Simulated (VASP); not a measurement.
A run of VASP 6.6.1:

INCAR

```
SYSTEM = SiC
PREC     = Accurate       ! precision mode
ENCUT    = 520            ! plane-wave cutoff, eV
EDIFF    = 1E-6           ! SCF threshold, eV
ISMEAR   = 0              ! smearing method
SIGMA    = 0.01           ! smearing width, eV
LREAL    = .False.        ! projectors in reciprocal space
LASPH    = .True.         ! aspherical terms in the spheres
NELM     = 100            ! most SCF steps
ALGO     = Normal         ! electronic algorithm
ISIF     = 2              ! what is computed and relaxed
LWAVE    = .False.        ! write WAVECAR
LCHARG   = .False.        ! write CHGCAR
GGA      = PS             ! functional
NBANDS   = 16             ! bands
```

KPOINTS

```
regular mesh
0
Gamma
  8 8 6
  0 0 0
```

POSCAR

```
SiC
1.0
    3.0757714184      0.0000000000      0.0000000000
   -1.5378857092      2.6636961846      0.0000000000
    0.0000000000      0.0000000000      5.0727747299
Si C
2 2
Direct
    0.3333333333      0.6666666667      0.0048447378
    0.6666666667      0.3333333333      0.5048447378
    0.3333333333      0.6666666667      0.3801552622
    0.6666666667      0.3333333333      0.8801552622
```

Potentials or basis: VASP PAW PBE potentials, release 64 (Si, C).

The run is started by

```bash
$ cat potpaw_PBE.64/Si/POTCAR potpaw_PBE.64/C/POTCAR > POTCAR
$ mpirun -np 1 vasp_std > vasp.out
```

Hardware: 1 thread of Intel(R) Xeon(R) 6975P-C (Granite Rapids) (shared host).

**Question.** Estimate the wall time of this run.

**Answer.** Run time: 8 s on 1 thread of Intel(R) Xeon(R) 6975P-C (Granite Rapids) (shared host), peak memory 0.16 GiB. Counts: scf iterations 12, k points 40.
